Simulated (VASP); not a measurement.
Wanted: the native input for a VASP 6.6.1 run.

| Item | Value |
| --- | --- |
| Task | single point |
| Functional | PBEsol |
| Potentials or basis | VASP PAW PBE potentials, release 64 (Ni, O) |
| Cutoff | 600 eV |
| k mesh | 7 × 7 × 7 |
| Occupations | gaussian, width 0.05 eV |
| Spin | collinear spin, zero start |
| Starting moments | [0.0, 0.0] μB |
| Fixed moment | 0 μB |
| Hubbard terms | Ni d U = 1.0 eV |
| Dipole correction | no |
| Further INCAR settings | ALGO = Normal; EDIFF = 1e-06; NBANDS = 19 |

The structure of NiO lies in POSCAR:

```
NiO
1.0
    2.5046153800      0.0000000000      0.0000000000
    0.0000000000      2.5046153800      0.0000000000
    0.0000000000      0.0000000000      2.5046153800
Ni O
1 1
Direct
    0.0000000000      0.0000000000      0.0000000000
    0.5000000000      0.5000000000      0.5000000000
```

These files were run (other wordings do the same):

INCAR

```
SYSTEM = NiO
PREC     = Accurate       ! precision mode
ENCUT    = 600            ! plane-wave cutoff, eV
EDIFF    = 1E-6           ! SCF threshold, eV
ISMEAR   = 0              ! smearing method
SIGMA    = 0.05           ! smearing width, eV
LREAL    = .False.        ! projectors in reciprocal space
LASPH    = .True.         ! aspherical terms in the spheres
NELM     = 200            ! most SCF steps
ALGO     = Normal         ! electronic algorithm
ISIF     = 2              ! what is computed and relaxed
LWAVE    = .False.        ! write WAVECAR
LCHARG   = .False.        ! write CHGCAR
ISPIN    = 2              ! spin polarisation
MAGMOM   = 0 0            ! initial moments
LORBIT   = 11             ! projections on sites
NUPDOWN  = 0.0            ! fixed moment
LMAXMIX  = 4              ! l up to which the mixer works
LDAU     = .True.         ! DFT+U
LDAUTYPE = 2            
LDAUL    = 2 -1           ! shell
LDAUU    = 1 0            ! U, eV
LDAUJ    = 0 0          
LDAUPRINT= 1            
GGA      = PS             ! functional
NBANDS   = 19             ! bands
GGA_COMPAT= .False.
```

KPOINTS

```
regular mesh
0
Gamma
  7 7 7
  0 0 0
```

Potentials or basis: VASP PAW PBE potentials, release 64 (Ni, O).

The run is started by

```console
$ cat potpaw_PBE.64/Ni/POTCAR potpaw_PBE.64/O/POTCAR > POTCAR
$ mpirun -np 1 vasp_std > vasp.out
```

It gave:

| Property | Result |
| --- | --- |
| Pressure | 8.6 GPa |
| Net moment | 0.00 μB per cell |
| Valence electrons inside the program's atomic spheres | Ni 9.23; O 4.88 |

Caveat: the cell stands under pressure; the PAW data sets were made with another functional, which shifts forces and pressure a little; the total moment is fixed, so each spin has its own Fermi level.

Run time: 28 s on 1 thread of Intel Xeon 8259CL, with other jobs on the host, peak memory 0.14 GiB.
